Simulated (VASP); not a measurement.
# ReRhO (P4/mmm) in VASP: further runs, part 2 of 2

VASP 6.6.1. The steps go on from the part before.

## 3. Relaxation of cell and atoms, PBE

INCAR reads:

```
PREC = Accurate
ENCUT = 600
EDIFF = 1E-6
ISMEAR = 0
SIGMA = 0.1
LREAL = F
LASPH = T
NELM = 80
ALGO = Fast
ISIF = 3
LWAVE = F
LCHARG = F
GGA = PE
IBRION = 2
NSW = 90
EDIFFG = -0.04
```

KPOINTS reads:

```
regular mesh
0
Gamma
  6 6 4
```

POSCAR reads:

```
ReRhO
1.0
    2.9488103508      0.0000000000      0.0000000000
    0.0000000000      2.9488103508      0.0000000000
    0.0000000000      0.0000000000      4.2874529329
Re Rh O
1 1 1
Direct
    0.0000000000      0.0000000000      0.5000000000
    0.5000000000      0.5000000000      0.0000000000
    0.5000000000      0.5000000000      0.5000000000
```

Potentials or basis: VASP PAW PBE potentials, release 64 (Re, Rh_pv, O).

Launch:

```bash
> cat potpaw_PBE.64/Re/POTCAR potpaw_PBE.64/Rh_pv/POTCAR potpaw_PBE.64/O/POTCAR > POTCAR
> mpirun -np 1 vasp_std > vasp.out
```

Run time: 4.4 min. Hardware: 1 thread of Oxide Virtual Turin-like, shared host; peak memory 0.15 GiB.

Results (log left out):

```
Free energy                           : -22.9083 eV
Relaxed volume                        : 12.51 Å³/atom
Relaxed cell                          : a = 2.997 Å, b = 2.997 Å, c = 4.178 Å, α = 90.00°, β = 90.00°, γ = 90.00°
Space group after relaxing (to 0.1 Å) : P4/mmm (No. 123)
Energy gained by relaxing             : 10.6 meV/atom
Ionic steps                           : 5
Pressure after relaxing               : 0.0 GPa
```

Step by step:
| step | energy change (eV) | largest force (eV/Å) | pressure (GPa) | volume (Å³) |
| --- | --- | --- | --- | --- |
| 1 | 0.0000 | 0.0000 | 2.72 | 37.28 |
| 2 | -0.0167 | 0.0000 | -5.13 | 38.41 |
| 3 | -0.0220 | 0.0000 | -2.74 | 38.02 |
| 4 | -0.0304 | 0.0000 | 1.19 | 37.33 |
| 5 | -0.0319 | 0.0000 | 0.05 | 37.52 |

Final structure:
```xyz
3
Lattice="2.9966 0.0000 0.0000 0.0000 2.9966 0.0000 0.0000 0.0000 4.1782" Properties=species:S:1:pos:R:3 pbc="T T T"
Re    0.0000    0.0000    2.0891
Rh    1.4983    1.4983    0.0000
O     1.4983    1.4983    2.0891
```

Levels at points of the mesh, in eV from the Fermi level:
```tsv
k point	band 11	band 12	band 13	band 14	band 15	band 16	band 17	band 18
(0.00, 0.00, 0.00)	-3.11	-2.68	-1.71	-1.50	-0.09	0.02	0.79	0.79
(0.50, 0.00, 0.00)	-1.94	-1.78	-1.00	-0.82	-0.45	-0.24	2.93	4.30
(0.50, 0.50, 0.00)	-1.16	0.07	0.62	0.62	0.77	0.91	1.35	3.99
(0.00, 0.00, 0.50)	-1.88	-1.25	-1.25	-1.03	-1.03	-0.89	-0.77	-0.08
(0.50, 0.00, 0.50)	-1.21	-0.43	-0.30	-0.30	0.77	1.42	1.53	4.32
(0.50, 0.50, 0.50)	-2.10	-2.10	-0.53	0.07	0.87	1.22	1.36	4.82
```

Caveat: the k points lie up to 0.38 Å⁻¹ apart in the final cell; the highest band is partly filled, so the run has too few bands; spin-orbit coupling is left out, which moves the levels of the heavy elements.

## 4. Single point, PBE, collinear spin, ferromagnetic start

INCAR reads:

```
PREC = Accurate ; ENCUT = 520
EDIFF = 1E-6 ; ISMEAR = 0
SIGMA = 0.1 ; LREAL = False
LASPH = True ; NELM = 150
ALGO = Normal ; ISIF = 2
LWAVE = False ; LCHARG = False
ISPIN = 2 ; MAGMOM = 1 1 0
LORBIT = 11 ; LMAXMIX = 4
GGA = PE ; NBANDS = 25
```

KPOINTS reads:

```
Automatic mesh
0
Gamma
  4 4 6
```

POSCAR is that of step 3.

Potentials or basis: VASP PAW PBE potentials, release 64 (Re, Rh_pv, O).

Launch:

```bash
> cat potpaw_PBE.64/Re/POTCAR potpaw_PBE.64/Rh_pv/POTCAR potpaw_PBE.64/O/POTCAR > POTCAR
> mpirun -np 1 vasp_std > vasp.out
```

OUTCAR:

```text
PREC = Accurate
   ENCUT = 520
   EDIFF = 1E-6
   ISMEAR = 0
   LREAL = False
   LASPH = True
   NELM = 150
   ISIF = 2
   ISPIN = 2
   LORBIT = 11
   GGA = PE

 ion  position               nearest neighbor table
   1  0.000  0.000  0.500-   3 2.09   3 2.09   3 2.09   3 2.09   2 2.99   2 2.99   2 2.99   2 2.99
                             2 2.99   2 2.99   2 2.99   2 2.99
   2  0.500  0.500  0.000-   3 2.14   3 2.14   1 2.99   1 2.99   1 2.99   1 2.99   1 2.99   1 2.99
                             1 2.99   1 2.99
   3  0.500  0.500  0.500-   1 2.09   1 2.09   1 2.09   1 2.09   2 2.14   2 2.14

  LATTYP: Found a simple tetragonal cell.
 ALAT       =     2.9488103508
 C/A-ratio  =     1.4539602154

  Lattice vectors:

 A1 = (   2.9488103508,   0.0000000000,   0.0000000000)
 A2 = (   0.0000000000,   2.9488103508,   0.0000000000)
 A3 = (   0.0000000000,   0.0000000000,   4.2874529329)

Analysis of symmetry for initial positions (statically):
[... 881 lines left out ...]
      5       1.4166      1.00000
      6       2.3272      1.00000
[... 661 lines left out ...]
     24      20.3405      0.00000
     25      24.0618      0.00000

------------------------ aborting loop because EDIFF is reached ----------------------------------------

  FORCE on cell =-STRESS in cart. coord.  units (eV):
  Direction    XX          YY          ZZ          XY          YZ          ZX
  --------------------------------------------------------------------------------------
  -------------------------------------------------------------------------------------
  Total        0.6534502      0.6534502     -0.0811305      0.0000000      0.0000000      0.0000000
  in kB       28.0821286     28.0821286     -3.4865944      0.0000000      0.0000000      0.0000000
  external PRESSURE =      17.5592209 kB  Pullay stress =       0.0000000 kB

 VOLUME and BASIS-vectors are now :
 -----------------------------------------------------------------------------
  energy-cutoff  :      520.00
  volume of cell :       37.28
      direct lattice vectors                 reciprocal lattice vectors
     2.948810351  0.000000000  0.000000000     0.339119808  0.000000000  0.000000000
     0.000000000  2.948810351  0.000000000     0.000000000  0.339119808  0.000000000
     0.000000000  0.000000000  4.287452933     0.000000000  0.000000000  0.233238712

 POSITION                                       TOTAL-FORCE (eV/Angst)
 -----------------------------------------------------------------------------------
      0.00000      0.00000      2.14373         0.000000      0.000000      0.000000
      1.47441      1.47441      0.00000         0.000000      0.000000      0.000000
      1.47441      1.47441      2.14373         0.000000      0.000000      0.000000
 -----------------------------------------------------------------------------------
    total drift:                                0.000000     -0.000000     -0.000000

  FREE ENERGIE OF THE ION-ELECTRON SYSTEM (eV)
  ---------------------------------------------------
  free  energy   TOTEN  =       -22.9932791236 eV

  energy  without entropy=      -22.9810932855  energy(sigma->0) =      -22.98718620

 total charge

# of ion       s       p       d       tot
------------------------------------------
    1        0.441   0.478   4.834   5.754
    2        0.285   6.212   7.167  13.665
    3        1.550   3.493   0.000   5.043
--------------------------------------------------
tot          2.277  10.183  12.002  24.462

 magnetization (x)

# of ion       s       p       d       tot
------------------------------------------
    1       -0.000   0.000  -0.000  -0.000
    2       -0.000   0.000   0.000  -0.000
    3        0.000  -0.000   0.000  -0.000
--------------------------------------------------
tot         -0.000  -0.000  -0.000  -0.000
```

It took 83 s on 1 thread of Oxide Virtual Turin-like, shared host; peak memory 0.15 GiB.

Results:

```yaml
Free_energy: -22.9933 eV
Pressure: 1.8 GPa
Band_gap_on_the_k_mesh: zero (filled and empty bands overlap)
Net_moment: 0.00 μB per cell
Valence_electrons_inside_the_program's_atomic_spheres: Re 5.75; Rh 13.66; O 5.04
```

Caveat: the k points lie up to 0.53 Å⁻¹ apart, too coarse for converged energies and pressures of a metal; spin-orbit coupling is left out, which moves the levels of the heavy elements.

## 5. Summary

```csv
task,spin,cell,k mesh,cutoff (eV),gap on the mesh (eV),pressure (GPa)
single point,off,"a = 2.980, b = 2.980, c = 4.205 Å, 3 atoms",6 × 6 × 4,520,none,1.3
relaxation of cell and atoms,off,"relaxed from a = 2.949, b = 2.949, c = 4.287 Å, 3 atoms",6 × 6 × 4,600,-,0.0
single point,"collinear, ferromagnetic start","a = 2.949, b = 2.949, c = 4.287 Å, 3 atoms",4 × 4 × 6,520,none,1.8
```

Alike in all rows: level PBE; potentials or basis VASP PAW PBE potentials, release 64 (Re, Rh_pv, O); smearing gaussian 0.1 eV.

Caveats: all runs use coarse meshes; spin-orbit coupling is left out, which moves the levels of the heavy elements; the highest band is partly filled, so the run has too few bands (at least some runs).

Total energies depend on the potentials used, so only differences within one code and one set of settings carry meaning.
